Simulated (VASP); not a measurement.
LaTe, 2 atoms in the cell. The structure is cubic, space group Fm-3m (No. 225). The conventional cell has a = 6.436 Å, b = 6.436 Å, c = 6.436 Å, α = 90.00°, β = 90.00°, γ = 90.00°. La (site symmetry m-3m) has 6 Te at 3.22 Å within 4.2 Å. Within 4.2 Å of Te (site symmetry m-3m) lie 6 La at 3.22 Å. 

| Property | Result |
| --- | --- |
| Program | VASP 6.6.1 |
| Task | single point |
| Functional | r2SCAN |
| Potentials or basis | VASP PAW PBE potentials, release 64 (La, Te) |
| Cutoff | 520 eV |
| k mesh | 9 × 9 × 9 |
| Occupations | gaussian, width 0.05 eV |
| Spin | no spin polarisation |
| Dipole correction | no |
| Further INCAR settings | ALGO = Normal; EDIFF = 1e-06; NBANDS = 16 |

Potentials or basis: VASP PAW PBE potentials, release 64 (La, Te).

Command:

```bash
$ cat potpaw_PBE.64/La/POTCAR potpaw_PBE.64/Te/POTCAR > POTCAR
$ cp INCAR.step1 INCAR
$ mpirun -np 1 vasp_std > vasp.out
$ cp INCAR.step2 INCAR
$ mpirun -np 1 vasp_std > vasp.out
```

Hardware: 1 thread of Intel(R) Xeon(R) Platinum 8259CL CPU @ 2.50GHz (Skylake/Cascade Lake), with other jobs on the host.

Estimate the wall time of this run.

Wall time 2.9 min on 1 thread of Intel(R) Xeon(R) Platinum 8259CL CPU @ 2.50GHz (Skylake/Cascade Lake), with other jobs on the host, peak memory 0.25 GiB. Counts: k points 35.
